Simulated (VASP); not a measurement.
A run of VASP 6.6.1:

The input INCAR:

```
SYSTEM = PbSe
PREC = Accurate ; ENCUT = 520
EDIFF = 1E-7 ; ISMEAR = 0
SIGMA = 0.03 ; LREAL = .False.
LASPH = .True. ; NELM = 100
ALGO = Normal ; ISIF = 2
LWAVE = .False. ; LCHARG = .False.
GGA = PE ; NBANDS = 17
```

File KPOINTS:

```
Automatic mesh
0
Gamma
  10 10 10
  0 0 0
```

File POSCAR:

```
PbSe
1.0
    0.0000000000      2.8057265606      3.6474445287
    2.8057265606      0.0000000000      3.6474445287
    2.8057265606      2.8057265606      0.0000000000
Pb Se
1 1
Direct
    0.0000000000      0.0000000000      0.0000000000
    0.5000000000      0.5000000000      0.5000000000
```

Potentials or basis: VASP PAW PBE potentials, release 64 (Pb_d, Se).

Command:

```bash
$ cat potpaw_PBE.64/Pb_d/POTCAR potpaw_PBE.64/Se/POTCAR > POTCAR
$ mpirun -np 1 vasp_std > vasp.out
```

Hardware: 1 thread of Intel(R) Xeon(R) 6975P-C (Granite Rapids) (shared host).

**Question.** How long does it take, and how much memory?

**Answer.** It took 42 s on 1 thread of Intel(R) Xeon(R) 6975P-C (Granite Rapids), with other jobs on the host, peak memory 0.25 GiB. Counts: scf iterations 14, k points 102.
